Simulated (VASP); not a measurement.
# Mo6CO in VASP: a series of runs

Mo6CO is run at these levels: PBE; tasks: single point.

All numbers are computed with VASP 6.6.1; they aren't measurements. Logs are shortened: lines on timing, memory, paths and dates and some standing lists are left out, and cuts for length are marked.

## 1. The cell of the first run

The cell holds a slab with vacuum, 8 atoms: a = 4.470 Å, b = 4.470 Å, c = 22.259 Å, α = 90.00°, β = 90.00°, γ = 120.00°.

## 2. Single point, PBE

Contents of INCAR:

```
SYSTEM = Mo6CO
ALGO = Normal
DIPOL = 0.5 0.5 0.329
EDIFF = 1E-7
ENCUT = 520
GGA = PE
IDIPOL = 3
ISIF = 2
ISMEAR = 0
LASPH = .TRUE.
LCHARG = .TRUE.
LDIPOL = .TRUE.
LELF = .TRUE.
LREAL = .FALSE.
LVACPOTAV = .TRUE.
LVHAR = .TRUE.
LWAVE = .FALSE.
NBANDS = 57
NELM = 60
PREC = Accurate
SIGMA = 0.1
```

Contents of KPOINTS:

```
k-points
0
G
  6 6 1
  0 0 0
```

Contents of POSCAR:

```
Mo6CO
1.0
    4.4695355114      0.0000000000      0.0000000000
   -2.2347677557      3.8707312960      0.0000000000
    0.0000000000      0.0000000000     22.2594351375
Mo C O
6 1 1
Direct
    0.6666666667      0.3333333333      0.1796990793
    0.3333333333      0.6666666667      0.2206857490
    0.0000000000      0.0000000000      0.2616724188
    0.6666666667      0.3333333333      0.2990140341
    0.3333333333      0.6666666667      0.3355214634
    0.0000000000      0.0000000000      0.3710532224
    0.1666666667      0.3333333333      0.4635982483
    0.2726213046      0.5452426092      0.5004475152
```

Potentials or basis: VASP PAW PBE potentials, release 64 (Mo_sv, C, O).

Started as:

```
$ cat potpaw_PBE.64/Mo_sv/POTCAR potpaw_PBE.64/C/POTCAR potpaw_PBE.64/O/POTCAR > POTCAR
$ mpirun -np 1 vasp_std > vasp.out
```

OUTCAR:

```text
SYSTEM = Mo6CO
   EDIFF = 1E-7
   ENCUT = 520
   GGA = PE
   ISIF = 2
   ISMEAR = 0
   LASPH = .TRUE.
   LREAL = .FALSE.
   NELM = 60
   PREC = Accurate

 ion  position               nearest neighbor table
   1  0.667  0.333  0.180-   4 2.66   2 2.74   2 2.74   2 2.74   3 3.16   3 3.16   3 3.16
   2  0.333  0.667  0.221-   5 2.56   1 2.74   1 2.74   1 2.74   3 2.74   3 2.74   3 2.74   4 3.11
                             4 3.11   4 3.11
   3  0.000  0.000  0.262-   6 2.43   4 2.71   4 2.71   4 2.71   2 2.74   2 2.74   2 2.74   5 3.06
                             5 3.06   5 3.06   1 3.16   1 3.16   1 3.16
   4  0.667  0.333  0.299-   1 2.66   5 2.71   5 2.71   5 2.71   3 2.71   3 2.71   3 2.71   6 3.04
                             6 3.04   6 3.04   2 3.11   2 3.11   2 3.11
   5  0.333  0.667  0.336-   2 2.56   6 2.70   6 2.70   6 2.70   4 2.71   4 2.71   4 2.71   3 3.06
                             3 3.06   3 3.06
   6  0.000  0.000  0.371-   7 2.43   3 2.43   5 2.70   5 2.70   5 2.70   4 3.04   4 3.04   4 3.04

   7  0.167  0.333  0.464-   8 1.16   6 2.43
   8  0.273  0.545  0.500-   7 1.16

  LATTYP: Found a hexagonal cell.
 ALAT       =     4.4695355114
 C/A-ratio  =     4.9802569150

  Lattice vectors:

 A1 = (   4.4695355114,   0.0000000000,   0.0000000000)
 A2 = (  -2.2347677557,   3.8707312960,   0.0000000000)
 A3 = (   0.0000000000,   0.0000000000,  22.2594351375)

Analysis of symmetry for initial positions (statically):
=====================================================================
 Subroutine PRICEL returns:
 Original cell was already a primitive cell.

 Routine SETGRP: Setting up the symmetry group for a
 hexagonal supercell.

 Subroutine GETGRP returns: Found  2 space group operations
 (whereof  2 operations were pure point group operations)
 out of a pool of 24 trial point group operations.

The static configuration has the point symmetry C_1h.

Analysis of symmetry for dynamics (positions and initial velocities):
=====================================================================
 Subroutine PRICEL returns:
 Original cell was already a primitive cell.

 Routine SETGRP: Setting up the symmetry group for a
 hexagonal supercell.

 Subroutine GETGRP returns: Found  2 space group operations
 (whereof  2 operations were pure point group operations)
 out of a pool of 24 trial point group operations.

The dynamic configuration has the point symmetry C_1h.

 Subroutine INISYM returns: Found  2 space group operations
 (whereof  2 operations are pure point group operations),
 and found     1 'primitive' translations

----------------------------------------------------------------------------------------

                                     Primitive cell

  volume of cell :     385.0965

  direct lattice vectors                    reciprocal lattice vectors
     4.469535511  0.000000000  0.000000000     0.223736896  0.129174557  0.000000000
    -2.234767756  3.870731296  0.000000000     0.000000000  0.258349114  0.000000000
     0.000000000  0.000000000 22.259435137     0.000000000  0.000000000  0.044924770

  length of vectors
     4.469535511  4.469535511 22.259435137     0.258349114  0.258349114  0.044924770

  position of ions in fractional coordinates (direct lattice)
     0.666666667  0.333333333  0.179699079
     0.333333333  0.666666667  0.220685749
     0.000000000  0.000000000  0.261672419
     0.666666667  0.333333333  0.299014034
     0.333333333  0.666666667  0.335521463
     0.000000000  0.000000000  0.371053222
     0.166666667  0.333333333  0.463598248
     0.272621305  0.545242609  0.500447515

  ion indices of the primitive-cell ions
   primitive index   ion index
                 1           1
                 2           2
                 3           3
                 4           4
                 5           5
                 6           6
                 7           7
                 8           8

----------------------------------------------------------------------------------------

 KPOINTS: k-points

Automatic generation of k-mesh.
 Grid dimensions read from file:
 generate k-points for:    6    6    1

 Generating k-lattice:

  Cartesian coordinates                     Fractional coordinates (reciprocal lattice)
     0.037289483  0.021529093  0.000000000     0.166666667  0.000000000  0.000000000
     0.000000000  0.043058186  0.000000000     0.000000000  0.166666667  0.000000000
     0.000000000  0.000000000  0.044924770     0.000000000  0.000000000  1.000000000

  Length of vectors
     0.043058186  0.043058186  0.044924770

  Shift w.r.t. Gamma in fractional coordinates (k-lattice)
     0.000000000  0.000000000  0.000000000

 Subroutine IBZKPT returns following result:
 ===========================================

 Found     13 irreducible k-points:

 Following reciprocal coordinates:
            Coordinates               Weight
  0.000000  0.000000  0.000000      1.000000
[... 50 lines left out ...]
     AMIX_MAG =   1.60;   BMIX_MAG =  1.00
  volume/ion in A,a.u.               =      48.14       324.84
  Fermi-wavevector in a.u.,A,eV,Ry     =   1.023122  1.933421 14.242299  1.046779
  Thomas-Fermi vector in A             =   2.156839
   LORBIT       =      0    0 simple, 1 ext, 2 COOP (PROOUT), +10 PAW based schemes
   GGA     = PE    functional components
   LHFCALC =     F    Hartree Fock is set to
   AEXX    =    0.0000 exact exchange contribution
   IVDW    =     0    specifies the selected vdW correction
   LEPSILON=     F    determine dielectric tensor
   LRPA    =     F    only Hartree local field effects (RPA)
 non-spin polarized calculation
 Gauss-broadening in eV      SIGMA  =   0.10
  energy-cutoff  :      520.00
  volume of cell :      385.10
 maximum number of plane-waves:     10413
 NGX is ok and might be reduce to    36
   NGX = 17   NGY = 17   NGZ = 83

 dipolmoment           0.000000      0.000000     -0.702689 electrons x Angstroem

 number of electron      94.0000006 magnetization

 dipolmoment           0.000000      0.000000      0.103242 electrons x Angstroem

 Free energy of the ion-electron system (eV)
  ---------------------------------------------------
  ext. energy  EPLUGINS =         0.00000000
  ---------------------------------------------------
  free energy    TOTEN  =       -74.36086446 eV

  energy without entropy =      -74.31621084  energy(sigma->0) =      -74.33853765

 E-fermi :   0.4846     XC(G=0):  -4.8529

 val. band max:        0.4844265473   @ k =   0.5000   0.0000   0.0000
 cond. band min:       0.4885216734   @ k =   0.0000   0.5000   0.0000
 fundamental gap:      0.0040951261
 Fermi energy:         0.4846156475

 k-point     1 :       0.0000    0.0000    0.0000
  band No.  band energies     occupation
      1     -60.6606      2.00000
      2     -60.4206      2.00000
      3     -60.3845      2.00000
      4     -60.3660      2.00000
      5     -60.2167      2.00000
      6     -60.1664      2.00000
[... 49 lines left out ...]
     56       2.5357      0.00000
     57       2.5622      0.00000

 k-point     2 :       0.1667   -0.0000    0.0000
  band No.  band energies     occupation
      1     -60.6390      2.00000
      2     -60.4211      2.00000
      3     -60.3888      2.00000
      4     -60.3671      2.00000
      5     -60.2214      2.00000
      6     -60.1784      2.00000
[... 49 lines left out ...]
     56       2.4966      0.00000
     57       2.6790      0.00000

 k-point     3 :       0.0000    0.1667    0.0000
  band No.  band energies     occupation
      1     -60.6390      2.00000
      2     -60.4211      2.00000
      3     -60.3889      2.00000
      4     -60.3671      2.00000
      5     -60.2214      2.00000
      6     -60.1784      2.00000
[... 534 lines left out ...]
      1     -60.5365      2.00000
      2     -60.4665      2.00000
      3     -60.4196      2.00000
      4     -60.3365      2.00000
      5     -60.2361      2.00000
      6     -60.2240      2.00000
[... 49 lines left out ...]
     56       2.2817      0.00000
     57       2.4247      0.00000

 k-point    13 :       0.3333    0.3333    0.0000
  band No.  band energies     occupation
      1     -60.4949      2.00000
      2     -60.4781      2.00000
      3     -60.4473      2.00000
      4     -60.3260      2.00000
      5     -60.2403      2.00000
      6     -60.2332      2.00000
[... 49 lines left out ...]
     56       2.1148      0.00000
     57       2.1792      0.00000

------------------------ aborting loop because EDIFF is reached ----------------------------------------

  FORCE on cell =-STRESS in cart. coord.  units (eV):
  Direction    XX          YY          ZZ          XY          YZ          ZX
  --------------------------------------------------------------------------------------
  -------------------------------------------------------------------------------------
  Total       -5.0539992     -5.8857240     -2.2155616      0.0000000     -1.5799264      0.0000000
  in kB      -21.0269458    -24.4873009     -9.2177484      0.0000000     -6.5732155      0.0000000
  external PRESSURE =     -18.2439984 kB  Pullay stress =       0.0000000 kB

 VOLUME and BASIS-vectors are now :
 -----------------------------------------------------------------------------
  energy-cutoff  :      520.00
  volume of cell :      385.10
      direct lattice vectors                 reciprocal lattice vectors
     4.469535511  0.000000000  0.000000000     0.223736896  0.129174557  0.000000000
    -2.234767756  3.870731296  0.000000000     0.000000000  0.258349114  0.000000000
     0.000000000  0.000000000 22.259435137     0.000000000  0.000000000  0.044924770

 POSITION                                       TOTAL-FORCE (eV/Angst)
 -----------------------------------------------------------------------------------
      2.23477      1.29024      4.00000        -0.000000     -0.030304      1.467495
     -0.00000      2.58049      4.91234        -0.000000     -0.015035     -0.140910
      0.00000      0.00000      5.82468        -0.000000      0.101997     -2.116387
      2.23477      1.29024      6.65588        -0.000000      0.119428     -0.560239
     -0.00000      2.58049      7.46852        -0.000000      0.078051      0.361462
      0.00000      0.00000      8.25944        -0.000000      0.173944      2.091784
      0.00000      1.29024     10.31944        -0.000000      0.024501     -1.280795
      0.00000      2.11049     11.13968         0.000000     -0.452582      0.177590
 -----------------------------------------------------------------------------------
    total drift:                                0.000001     -0.000199      0.000692

  FREE ENERGIE OF THE ION-ELECTRON SYSTEM (eV)
  ---------------------------------------------------
  free  energy   TOTEN  =       -74.3608644566 eV

  energy  without entropy=      -74.3162108433  energy(sigma->0) =      -74.33853765

 vacuum level on the upper side and lower side of the slab         5.010         3.930
```

It took 7.5 min on 1 thread of Intel Xeon 6975P-C (Granite Rapids), shared host; peak memory 0.64 GiB.

Results:

```
Free energy            : -74.3609 eV
Largest force          : 2.119 eV/Å
Band gap on the k mesh : 0.02 eV (least direct gap 0.04 eV)
```

Forces in eV/Å, atoms in the order of the input:
```
Mo   0.000 -0.030  1.467
Mo   0.000 -0.015 -0.141
Mo   0.000  0.102 -2.116
Mo   0.000  0.119 -0.560
Mo   0.000  0.078  0.361
Mo   0.000  0.174  2.092
C    0.000  0.025 -1.281
O    0.000 -0.453  0.178
```

Levels at points of the mesh, in eV from the valence-band top:
```csv
k point,band 43,band 44,band 45,band 46,band 47,band 48,band 49,band 50,band 51,band 52
"(0.00, 0.00, 0.00)",-1.29,-1.28,-1.23,-1.22,-0.77,0.23,0.73,0.84,1.17,1.18
"(0.50, 0.00, 0.00)",-1.45,-1.30,-0.74,-0.26,0.00,0.04,0.16,0.60,1.19,1.33
"(0.00, 0.50, 0.00)",-1.44,-1.17,-0.63,-0.39,0.00,0.04,0.39,0.50,1.20,1.43
```

Caveat: the smearing spreads over this small gap.

## 3. Single point, PBE

Contents of INCAR:

```
ALGO     = Normal         # electronic algorithm
DIPOL    = 0.5 0.5 0.336
EDIFF    = 1E-6           # SCF threshold, eV
ENCUT    = 520            # plane-wave cutoff, eV
GGA      = PE             # functional
IDIPOL   = 3            
ISIF     = 2              # what is computed and relaxed
ISMEAR   = 0              # smearing method
LASPH    = T              # aspherical terms in the spheres
LCHARG   = F              # write CHGCAR
LDIPOL   = T            
LREAL    = F              # projectors in reciprocal space
LWAVE    = F              # write WAVECAR
NBANDS   = 57             # bands
NELM     = 100            # most SCF steps
PREC     = Accurate       # precision mode
SIGMA    = 0.1            # smearing width, eV
```

Contents of KPOINTS:

```
k-points
0
Gamma
  6 6 1
```

POSCAR, as its differences from that of step 2:

```diff
@@ -14,3 +14,3 @@
     0.0000000000      0.0000000000      0.3710532224
-    0.1666666667      0.3333333333      0.4635982483
-    0.2726213046      0.5452426092      0.5004475152
+    0.1666666667      0.3333333333      0.4910023579
+    0.2726213046      0.5452426092      0.5278516248
```

Potentials or basis: VASP PAW PBE potentials, release 64 (Mo_sv, C, O).

Started as:

```
$ cat potpaw_PBE.64/Mo_sv/POTCAR potpaw_PBE.64/C/POTCAR potpaw_PBE.64/O/POTCAR > POTCAR
$ mpirun -np 1 vasp_std > vasp.out
```

Wall time 7.2 min (1 thread of Intel Xeon 6975P-C (Granite Rapids), shared host); peak memory 0.65 GiB.

Results (log left out):

```yaml
Free_energy: -73.8319 eV
Largest_force: 1.637 eV/Å
Band_gap_on_the_k_mesh: zero (bands 47 and 48 overlap by 0.03 eV)
```

Forces in eV/Å, atoms in the order of the input:
```
Mo   0.000 -0.028  1.422
Mo   0.000  0.019 -0.162
Mo   0.000 -0.002 -1.637
Mo   0.000  0.060 -0.285
Mo   0.000  0.058  0.160
Mo   0.000  0.147  1.066
C    0.000  0.637  0.195
O    0.000 -0.891 -0.758
```

Levels at points of the mesh, in eV from the Fermi level:
| k point | band 43 | band 44 | band 45 | band 46 | band 47 | band 48 | band 49 | band 50 | band 51 | band 52 |
| --- | --- | --- | --- | --- | --- | --- | --- | --- | --- | --- |
| (0.00, 0.00, 0.00) | -1.25 | -1.24 | -1.22 | -1.22 | -0.86 | 0.07 | 0.97 | 1.08 | 1.18 | 1.20 |
| (0.50, 0.00, 0.00) | -1.44 | -1.27 | -0.68 | -0.35 | 0.03 | 0.05 | 0.15 | 0.67 | 1.23 | 1.25 |
| (0.00, 0.50, 0.00) | -1.44 | -1.21 | -0.61 | -0.45 | 0.03 | 0.05 | 0.25 | 0.65 | 1.19 | 1.43 |

## 4. Single point, PBE

Contents of INCAR:

```
SYSTEM = Mo6CO
PREC = Accurate
ENCUT = 520
EDIFF = 1E-7
ISMEAR = 0
SIGMA = 0.1
LREAL = .False.
LASPH = .True.
NELM = 60
ALGO = Normal
ISIF = 2
LWAVE = .False.
LCHARG = .False.
LDIPOL = .True.
IDIPOL = 3
DIPOL = 0.5 0.5 0.331
GGA = PE
NBANDS = 57
```

Contents of KPOINTS:

```
Automatic mesh
0
Gamma
  6 6 1
  0 0 0
```

POSCAR, as its differences from that of step 3:

```diff
@@ -14,3 +14,3 @@
     0.0000000000      0.0000000000      0.3710532224
-    0.1666666667      0.3333333333      0.4910023579
-    0.2726213046      0.5452426092      0.5278516248
+    0.1666666667      0.3333333333      0.4752786884
+    0.2964340661      0.5928681322      0.5013350549
```

Started as:

```
$ cat potpaw_PBE.64/Mo_sv/POTCAR potpaw_PBE.64/C/POTCAR potpaw_PBE.64/O/POTCAR > POTCAR
$ mpirun -np 1 vasp_std > vasp.out
```

Wall time 7.9 min (1 thread of Intel Xeon 6975P-C (Granite Rapids), shared host); peak memory 0.65 GiB.

It converged, with:

| Quantity | Value |
| --- | --- |
| Free energy | -73.9781 eV |
| Largest force | 1.908 eV/Å |
| Band gap on the k mesh | zero (filled and empty bands overlap) |

Forces in eV/Å, atoms in the order of the input:
```
Mo   0.000 -0.023  1.412
Mo   0.000  0.007 -0.063
Mo   0.000  0.022 -1.908
Mo   0.000  0.077 -0.397
Mo   0.000  0.013  0.211
Mo   0.000  0.183  1.443
C    0.000  0.496 -0.806
O    0.000 -0.775  0.108
```

Levels at points of the mesh, in eV from the Fermi level:
| k point | band 43 | band 44 | band 45 | band 46 | band 47 | band 48 | band 49 | band 50 | band 51 | band 52 |
| --- | --- | --- | --- | --- | --- | --- | --- | --- | --- | --- |
| (0.00, 0.00, 0.00) | -1.26 | -1.25 | -1.23 | -1.23 | -0.81 | 0.15 | 0.68 | 0.90 | 1.17 | 1.18 |
| (0.50, 0.00, 0.00) | -1.45 | -1.27 | -0.70 | -0.30 | -0.01 | 0.03 | 0.16 | 0.59 | 1.20 | 1.26 |
| (0.00, 0.50, 0.00) | -1.44 | -1.18 | -0.59 | -0.42 | 0.02 | 0.05 | 0.23 | 0.59 | 1.22 | 1.42 |

## 5. Single point, PBE

Contents of INCAR:

```
ALGO = Normal
DIPOL = 0.5 0.5 0.340
EDIFF = 1E-6
ENCUT = 520
GGA = PE
IDIPOL = 3
ISIF = 2
ISMEAR = 0
LASPH = T
LCHARG = F
LDIPOL = T
LREAL = F
LWAVE = F
NBANDS = 57
NELM = 100
PREC = Accurate
SIGMA = 0.1
```

Contents of KPOINTS:

```
k-points
0
Gamma
  6 6 1
```

POSCAR, as its differences from that of step 4:

```diff
@@ -14,3 +14,3 @@
     0.0000000000      0.0000000000      0.3710532224
-    0.1666666667      0.3333333333      0.4752786884
-    0.2964340661      0.5928681322      0.5013350549
+    0.1666666667      0.3333333333      0.5134647428
+    0.2964340661      0.5928681322      0.5395211093
```

Started as:

```
$ cat potpaw_PBE.64/Mo_sv/POTCAR potpaw_PBE.64/C/POTCAR potpaw_PBE.64/O/POTCAR > POTCAR
$ mpirun -np 1 vasp_std > vasp.out
```

Run time: 7.4 min. Hardware: 1 thread of Intel Xeon 6975P-C (Granite Rapids), shared host; peak memory 0.65 GiB.

It converged, with:

* Free energy: -73.6319 eV
* Largest force: 1.520 eV/Å
* Band gap on the k mesh: zero (bands 47 and 48 overlap by 0.06 eV)

Forces on the atoms (eV/Å):
```
Mo   0.000 -0.003  1.427
Mo   0.000  0.003 -0.215
Mo   0.000 -0.003 -1.456
Mo   0.000  0.003 -0.146
Mo   0.000  0.000  0.097
Mo   0.000  0.066  0.484
C    0.000  1.292  0.490
O    0.000 -1.359 -0.681
```

Levels at points of the mesh, in eV from the Fermi level:
| k point | band 45 | band 46 | band 47 | band 48 | band 49 | band 50 |
| --- | --- | --- | --- | --- | --- | --- |
| (0.00, 0.00, 0.00) | -1.22 | -1.22 | -0.94 | -0.02 | 1.07 | 1.13 |
| (0.50, 0.00, 0.00) | -0.66 | -0.36 | 0.03 | 0.06 | 0.18 | 0.68 |
| (0.00, 0.50, 0.00) | -0.64 | -0.39 | 0.03 | 0.06 | 0.19 | 0.69 |

## 6. Summary

```csv
cell,gap on the mesh (eV),largest force (eV/Å)
"as given, atomic positions A",0.02,2.12
"as given, atomic positions B",none,1.64
"as given, atomic positions C",none,1.91
"as given, atomic positions D",none,1.52
```

Alike in all rows: task single point; level PBE; potentials or basis VASP PAW PBE potentials, release 64 (Mo_sv, C, O); no spin polarisation; k mesh 6 × 6 × 1; cutoff (eV) 520; smearing gaussian 0.1 eV.

Caveats: the smearing spreads over this small gap (at least some runs).

Total energies depend on the potentials used, so only differences within one code and one set of settings carry meaning.

The gap in the log of VASP goes by the Fermi energy; the results here count the filled bands.